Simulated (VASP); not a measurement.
# Pt (Fm-3m) in VASP: further runs

Aim: see how the results for Pt move with the level of theory and the settings. Levels: PBE, LDA, PBEsol. Tasks: single point, relaxation of cell and atoms.

Program: VASP 6.6.1. These are calculated values, not measurements. Logs are shortened: lines on timing, memory, paths and dates and some standing lists are left out, and cuts for length are marked.

### Step 1. The cell of the first run

Symmetry: Fm-3m, No. 225, cubic system. The conventional cell has a = 3.922 Å, b = 3.922 Å, c = 3.922 Å, α = 90.00°, β = 90.00°, γ = 90.00°. Pt (site symmetry m-3m) has 12 Pt at 2.77 Å within 3.7 Å.

### Step 2. Single point, PBE

INCAR reads:

```
PREC = Accurate ; ENCUT = 520
EDIFF = 1E-6 ; ISMEAR = 0
SIGMA = 0.011 ; LREAL = False
LASPH = True ; NELM = 100
ALGO = Fast ; ISIF = 2
LWAVE = False ; LCHARG = False
GGA = PE ; NBANDS = 11
```

KPOINTS reads:

```
Automatic mesh
0
Gamma
  12 12 12
```

POSCAR reads:

```
Pt
1.0
    0.0000000000      1.9609000000      1.9609000000
    1.9609000000      0.0000000000      1.9609000000
    1.9609000000      1.9609000000      0.0000000000
Pt
1
Direct
    0.0000000000      0.0000000000      0.0000000000
```

Potentials or basis: VASP PAW PBE potentials, release 64 (Pt).

Started as:

```bash
$ cat potpaw_PBE.64/Pt/POTCAR > POTCAR
$ mpirun -np 1 vasp_std > vasp.out
```

OUTCAR:

```text
PREC = Accurate
   ENCUT = 520
   EDIFF = 1E-6
   ISMEAR = 0
   LREAL = False
   LASPH = True
   NELM = 100
   ISIF = 2
   GGA = PE

 ion  position               nearest neighbor table
   1  0.000  0.000  0.000-

  LATTYP: Found a face centered cubic cell.
 ALAT       =     3.9218000000

  Lattice vectors:

 A1 = (   0.0000000000,   1.9609000000,   1.9609000000)
 A2 = (   1.9609000000,   0.0000000000,   1.9609000000)
 A3 = (   1.9609000000,   1.9609000000,   0.0000000000)

Analysis of symmetry for initial positions (statically):
=====================================================================
 Subroutine PRICEL returns:
 Original cell was already a primitive cell.

 Routine SETGRP: Setting up the symmetry group for a
 face centered cubic supercell.

 Subroutine GETGRP returns: Found 48 space group operations
 (whereof 48 operations were pure point group operations)
 out of a pool of 48 trial point group operations.

The static configuration has the point symmetry O_h .

Analysis of symmetry for dynamics (positions and initial velocities):
=====================================================================
 Subroutine PRICEL returns:
 Original cell was already a primitive cell.

 Routine SETGRP: Setting up the symmetry group for a
 face centered cubic supercell.

 Subroutine GETGRP returns: Found 48 space group operations
 (whereof 48 operations were pure point group operations)
 out of a pool of 48 trial point group operations.

The dynamic configuration has the point symmetry O_h .

 Subroutine INISYM returns: Found 48 space group operations
 (whereof 48 operations are pure point group operations),
 and found     1 'primitive' translations

----------------------------------------------------------------------------------------

                                     Primitive cell

  volume of cell :      15.0798

  direct lattice vectors                    reciprocal lattice vectors
     0.000000000  1.960900000  1.960900000    -0.254984956  0.254984956  0.254984956
     1.960900000  0.000000000  1.960900000     0.254984956 -0.254984956  0.254984956
     1.960900000  1.960900000  0.000000000     0.254984956  0.254984956 -0.254984956

  length of vectors
     2.773131374  2.773131374  2.773131374     0.441646899  0.441646899  0.441646899

  position of ions in fractional coordinates (direct lattice)
     0.000000000  0.000000000  0.000000000

  ion indices of the primitive-cell ions
   primitive index   ion index
                 1           1

[... 73 lines left out ...]
   EDIFFG = 0.1E-04   stopping-criterion for IOM
   NSW    =      0    number of steps for IOM
   IBRION =     -1    ionic relax: 0-MD 1-quasi-New 2-CG
   NFREE  =      0    steps in history (QN), initial steepest desc. (CG)
   ISIF   =      2    stress and relaxation
   ISYM   =      2    0-nonsym 1-usesym 2-fastsym
   POTIM  = 0.5000    time-step for ionic-motion
   TEBEG  =    0.0;   TEEND  =   0.0 temperature during run
   PSTRESS=    0.0 pullay stress
   NELECT =      10.0000    total number of electrons
   NUPDOWN=      -1.0000    fix difference up-down
   EMIN   =  10.00;   EMAX   =-10.00  energy-range for DOS
   EFERMI =   0.00;   METHOD = LEGACY
   ISMEAR =     0;   SIGMA  =   0.01  broadening in eV -4-tet -1-fermi 0-gaus
   EFERMI_NEDOS =   21; number of points for ismear=-14 and -15
   IALGO  =     68    algorithm
   IMIX   =      4    mixing-type and parameters
     AMIX     =   0.40;   BMIX     =  1.00
     AMIX_MAG =   1.60;   BMIX_MAG =  1.00
  volume/ion in A,a.u.               =      15.08       101.76
  Fermi-wavevector in a.u.,A,eV,Ry     =   1.427609  2.697791 27.729605  2.038068
  Thomas-Fermi vector in A             =   2.547760
   LORBIT       =      0    0 simple, 1 ext, 2 COOP (PROOUT), +10 PAW based schemes
   GGA     = PE    functional components
   LHFCALC =     F    Hartree Fock is set to
   AEXX    =    0.0000 exact exchange contribution
   IVDW    =     0    specifies the selected vdW correction
   LEPSILON=     F    determine dielectric tensor
   LRPA    =     F    only Hartree local field effects (RPA)
 non-spin polarized calculation
 RMM-DIIS sequential band-by-band and
 Gauss-broadening in eV      SIGMA  =   0.01
  energy-cutoff  :      520.00
  volume of cell :       15.08
 maximum number of plane-waves:       419
 NGX is ok and might be reduce to    24
   NGX = 11   NGY = 11   NGZ = 11

 number of electron      10.0000000 magnetization

 Free energy of the ion-electron system (eV)
  ---------------------------------------------------
  ext. energy  EPLUGINS =         0.00000000
  ---------------------------------------------------
  free energy    TOTEN  =        -6.08284569 eV

  energy without entropy =       -6.08238557  energy(sigma->0) =       -6.08261563

 E-fermi :  11.2959     XC(G=0): -13.4889

 val. band max:       11.2920118572   @ k =  -0.4167   0.4167   0.1667
 cond. band min:      11.2988803405   @ k =   0.5000   0.4167   0.0833
 fundamental gap:      0.0068684833
 Fermi energy:        11.2958709524

 k-point     1 :       0.0000    0.0000    0.0000
  band No.  band energies     occupation
      1       1.0490      2.00000
      2       7.4879      2.00000
      3       7.4879      2.00000
      4       7.4879      2.00000
      5       9.6440      2.00000
      6       9.6440      2.00000
      7      25.9059      0.00000
      8      30.8717      0.00000
      9      30.8717      0.00000
     10      30.8717      0.00000
     11      36.2124      0.00000
[... 309 lines left out ...]
 k-point    24 :      -0.4167    0.1667    0.0000
  band No.  band energies     occupation
      1       4.7631      2.00000
      2       6.8446      2.00000
      3       8.1055      2.00000
      4       8.3946      2.00000
      5      10.9820      2.00000
      6      14.3050      0.00000
      7      17.3056      0.00000
      8      26.0858      0.00000
      9      28.1859      0.00000
     10      29.8222      0.00000
     11      38.1476      0.00000

 [... further k-points ...]
[... 5 lines left out ...]
  --------------------------------------------------------------------------------------
  -------------------------------------------------------------------------------------
  Total        0.9082381      0.9082381      0.9082381      0.0000000      0.0000000     -0.0000000
  in kB       96.4970357     96.4970357     96.4970357      0.0000000      0.0000000     -0.0000000
  external PRESSURE =      96.4970357 kB  Pullay stress =       0.0000000 kB

 VOLUME and BASIS-vectors are now :
 -----------------------------------------------------------------------------
  energy-cutoff  :      520.00
  volume of cell :       15.08
      direct lattice vectors                 reciprocal lattice vectors
     0.000000000  1.960900000  1.960900000    -0.254984956  0.254984956  0.254984956
     1.960900000  0.000000000  1.960900000     0.254984956 -0.254984956  0.254984956
     1.960900000  1.960900000  0.000000000     0.254984956  0.254984956 -0.254984956

 POSITION                                       TOTAL-FORCE (eV/Angst)
 -----------------------------------------------------------------------------------
      0.00000      0.00000      0.00000         0.000000     -0.000000      0.000000
 -----------------------------------------------------------------------------------
    total drift:                               -0.000000     -0.000000     -0.000000

  FREE ENERGIE OF THE ION-ELECTRON SYSTEM (eV)
  ---------------------------------------------------
  free  energy   TOTEN  =        -6.0828456901 eV

  energy  without entropy=       -6.0823855667  energy(sigma->0) =       -6.08261563
```

stdout:

```text
POSCAR found type information on POSCAR Pt
 POSCAR found :  1 types and       1 ions
 scaLAPACK will be used
 LDA part: xc-table for (Slater+PW92), standard interpolation
 POSCAR, INCAR and KPOINTS ok, starting setup
 FFT: planning ... GRIDC
 FFT: planning ... GRID_SOFT
 FFT: planning ... GRID
 WAVECAR not read
 entering main loop
```

Wall time 7.1 s (1 thread of Intel Xeon Platinum 8488C (Sapphire Rapids), shared host); peak memory 0.14 GiB.

Results:

```
Free energy            : -6.0828 eV
Pressure               : 9.6 GPa
Band gap on the k mesh : zero (band 5 reaches 11.78 eV, above the bottom of band 6 at 9.54 eV)
```

Caveat: spin-orbit coupling is left out, which moves the levels of the heavy elements.

### Step 3. Single point, LDA

INCAR reads:

```
SYSTEM = Pt
PREC     = Accurate       ! precision mode
ENCUT    = 520            ! plane-wave cutoff, eV
EDIFF    = 1E-6           ! SCF threshold, eV
ISMEAR   = -1             ! smearing method
SIGMA    = 0.05           ! smearing width, eV
LREAL    = .FALSE.        ! projectors in reciprocal space
LASPH    = .TRUE.         ! aspherical terms in the spheres
NELM     = 80             ! most SCF steps
ALGO     = Fast           ! electronic algorithm
ISIF     = 2              ! what is computed and relaxed
LWAVE    = .FALSE.        ! write WAVECAR
LCHARG   = .FALSE.        ! write CHGCAR
NBANDS   = 11             ! bands
```

KPOINTS reads:

```
Automatic mesh
0
G
  12 12 12
  0 0 0
```

POSCAR is that of step 2.

Potentials or basis: VASP PAW LDA potentials, release 64 (Pt).

Started as:

```bash
$ cat potpaw_LDA.64/Pt/POTCAR > POTCAR
$ mpirun -np 1 vasp_std > vasp.out
```

Run time: 7.2 s. Hardware: 1 thread of Intel Xeon Platinum 8488C (Sapphire Rapids), shared host; peak memory 0.14 GiB.

It converged, with:

| Item | Value |
| --- | --- |
| Free energy | -7.5106 eV |
| Pressure | -5.3 GPa |
| Band gap on the k mesh | zero (band 5 reaches 11.64 eV, above the bottom of band 6 at 9.42 eV) |

Levels at points of the mesh, in eV from the Fermi level:
| k point | band 3 | band 4 | band 5 | band 6 | band 7 | band 8 |
| --- | --- | --- | --- | --- | --- | --- |
| (0.00, 0.00, 0.00) | -3.84 | -3.84 | -1.64 | -1.64 | 14.60 | 19.52 |
| (0.50, 0.00, 0.00) | -3.89 | -0.51 | 0.03 | 0.03 | 5.81 | 14.16 |
| (0.50, 0.50, 0.00) | 0.01 | 0.48 | 0.48 | 1.74 | 8.85 | 11.31 |

Caveat: spin-orbit coupling is left out, which moves the levels of the heavy elements.

### Step 4. Single point, PBEsol

This run uses another cell than the first one, of 15.05 Å³/atom, 0.998 times its volume.

INCAR reads:

```
PREC = Accurate ; ENCUT = 520
EDIFF = 1E-7 ; ISMEAR = -1
SIGMA = 0.05 ; LREAL = False
LASPH = True ; NELM = 100
ALGO = Fast ; ISIF = 2
LWAVE = False ; LCHARG = False
GGA = PS ; NBANDS = 11
```

KPOINTS reads:

```
regular mesh
0
Gamma
  12 12 12
```

POSCAR reads:

```
Pt
1.0
    0.0000000000      1.9595007739      1.9595007739
    1.9595007739      0.0000000000      1.9595007739
    1.9595007739      1.9595007739      0.0000000000
Pt
1
Direct
    0.0000000000      0.0000000000      0.0000000000
```

Potentials or basis: VASP PAW PBE potentials, release 64 (Pt).

Started as:

```bash
$ cat potpaw_PBE.64/Pt/POTCAR > POTCAR
$ mpirun -np 1 vasp_std > vasp.out
```

Run time: 8.3 s. Hardware: 1 thread of Intel Xeon Platinum 8488C (Sapphire Rapids), shared host; peak memory 0.14 GiB.

The run converged. Its results:

| Item | Value |
| --- | --- |
| Free energy | -6.9731 eV |
| Pressure | -0.4 GPa |
| Band gap on the k mesh | zero (band 5 reaches 11.65 eV, above the bottom of band 6 at 9.41 eV) |

Levels at points of the mesh, in eV from the Fermi level:
```csv
k point,band 3,band 4,band 5,band 6,band 7,band 8
"(0.00, 0.00, 0.00)",-3.84,-3.84,-1.65,-1.65,14.59,19.56
"(0.50, 0.00, 0.00)",-3.90,-0.58,0.03,0.03,5.80,14.14
"(0.50, 0.50, 0.00)",0.00,0.48,0.48,1.68,8.83,11.32
```

Caveat: the PAW data sets were made with another functional, which shifts forces and pressure a little; spin-orbit coupling is left out, which moves the levels of the heavy elements.

### Step 5. Relaxation of cell and atoms, LDA

INCAR reads:

```
PREC     = Accurate       # precision mode
ENCUT    = 600            # plane-wave cutoff, eV
EDIFF    = 1E-6           # SCF threshold, eV
ISMEAR   = -1             # smearing method
SIGMA    = 0.05           # smearing width, eV
LREAL    = False          # projectors in reciprocal space
LASPH    = True           # aspherical terms in the spheres
NELM     = 80             # most SCF steps
ALGO     = Normal         # electronic algorithm
ISIF     = 3              # what is computed and relaxed
LWAVE    = False          # write WAVECAR
LCHARG   = False          # write CHGCAR
IBRION   = 2              # ionic algorithm
NSW      = 60             # ionic steps
EDIFFG   = -0.01          # ionic threshold
```

KPOINTS is that of step 4.

POSCAR reads:

```
Pt
1.0
    0.0000000000      1.9609000000      1.9609000000
    1.9609000000      0.0000000000      1.9609000000
    1.9609000000      1.9609000000      0.0000000000
Pt
1
Direct
    0.0000000000      0.0000000000      0.0000000000
```

Potentials or basis: VASP PAW LDA potentials, release 64 (Pt).

Started as:

```bash
$ cat potpaw_LDA.64/Pt/POTCAR > POTCAR
$ mpirun -np 1 vasp_std > vasp.out
```

Wall time 12 s (1 thread of Intel Xeon Platinum 8488C (Sapphire Rapids), shared host); peak memory 0.15 GiB.

Results (log left out):

```
Free energy                            : -7.5151 eV
Relaxed volume                         : 14.81 Å³/atom
Relaxed cell                           : a = 2.757 Å, b = 2.757 Å, c = 2.757 Å, α = 60.00°, β = 60.00°, γ = 60.00°
Space group after relaxing (to 0.05 Å) : Fm-3m (No. 225)
Energy gained by relaxing              : 4.5 meV/atom
Ionic steps                            : 4
Pressure after relaxing                : 0.0 GPa
Band gap on the k mesh                 : zero (band 5 reaches 12.02 eV, above the bottom of band 6 at 9.72 eV)
```

The path:
```tsv
step	energy change (eV)	largest force (eV/Å)	pressure (GPa)	volume (Å³)
1	0.0000	0.0000	-5.25	15.08
2	0.0398	0.0000	19.19	14.03
3	-0.0045	0.0000	-0.12	14.82
4	-0.0045	0.0000	-0.01	14.81
```

Final structure:
```yaml
crystal:
  lattice:
    - [0.00000, 1.94918, 1.94918]
    - [1.94918, 0.00000, 1.94918]
    - [1.94918, 1.94918, 0.00000]
  atoms:
    - { symbol: Pt, position: [0.00000, 0.00000, 0.00000] }
```

Levels at points of the mesh, in eV from the Fermi level:
```
           k point  band 1  band 2  band 3  band 4  band 5  band 6  band 7  band 8  band 9
(0.00, 0.00, 0.00)  -10.48   -3.95   -3.95   -3.95   -1.69   -1.69   14.54   19.57   19.57
(0.50, 0.00, 0.00)   -7.58   -4.01   -4.01   -0.58    0.03    0.03    5.95   14.11   18.99
(0.50, 0.50, 0.00)   -7.32   -6.87    0.01    0.50    0.50    1.70    9.05   11.37   11.37
```

Caveat: spin-orbit coupling is left out, which moves the levels of the heavy elements. LDA usually gives volumes a few per cent too small.

### Step 6. Single point, PBE, non-collinear spin, zero start, spin-orbit coupling

INCAR reads:

```
  PREC = Accurate
  ENCUT = 520
  EDIFF = 1E-6
  ISMEAR = -1
  SIGMA = 0.05
  LREAL = F
  LASPH = T
  NELM = 150
  ALGO = Normal
  ISIF = 2
  LWAVE = F
  LCHARG = F
  MAGMOM = 0 0 0
  LORBIT = 11
  LSORBIT = T
  GGA_COMPAT = F
  LORBMOM = T
  LMAXMIX = 4
  GGA = PE
  NBANDS = 21
```

KPOINTS reads:

```
regular mesh
0
Gamma
  9 9 9
```

POSCAR is that of step 5.

Potentials or basis: VASP PAW PBE potentials, release 64 (Pt).

Started as:

```bash
$ cat potpaw_PBE.64/Pt/POTCAR > POTCAR
$ mpirun -np 1 vasp_ncl > vasp.out
```

Run time: 16 s. Hardware: 1 thread of Intel Xeon Platinum 8488C (Sapphire Rapids), shared host; peak memory 0.19 GiB.

The run converged. Its results:

```
Free energy                                           : -6.4980 eV
Pressure                                              : 9.7 GPa
Net moment                                            : 0.00 μB per cell
Valence electrons inside the program's atomic spheres : Pt 9.30
```

Moments on the atoms (μB; x, y, z):
```
Pt  0.00 0.00 0.00
```

### Step 7. Summary

```tsv
task	level	potentials or basis	spin	cell	k mesh	cutoff (eV)	smearing	gap on the mesh (eV)	pressure (GPa)
single point	PBE	VASP PAW PBE potentials, release 64 (Pt)	off	a = 2.773 Å, angles 60.0°, 1 atom	12 × 12 × 12	520	gaussian 0.011 eV	none	9.6
single point	LDA	VASP PAW LDA potentials, release 64 (Pt)	off	a = 2.773 Å, angles 60.0°, 1 atom	12 × 12 × 12	520	fermi-dirac 0.05 eV	none	-5.3
single point	PBEsol	VASP PAW PBE potentials, release 64 (Pt)	off	a = 2.771 Å, angles 60.0°, 1 atom	12 × 12 × 12	520	fermi-dirac 0.05 eV	none	-0.4
relaxation of cell and atoms	LDA	VASP PAW LDA potentials, release 64 (Pt)	off	relaxed from a = 2.773 Å, angles 60.0°, 1 atom	12 × 12 × 12	600	fermi-dirac 0.05 eV	none	0.0
single point	PBE	VASP PAW PBE potentials, release 64 (Pt)	non-collinear, zero start, SOC	a = 2.773 Å, angles 60.0°, 1 atom	9 × 9 × 9	520	fermi-dirac 0.05 eV	-	9.7
```

Caveats: spin-orbit coupling is left out, which moves the levels of the heavy elements (some runs); the PAW data sets were made with another functional, which shifts forces and pressure a little (some runs).

Absolute energies hang on the potentials; compare differences alone.
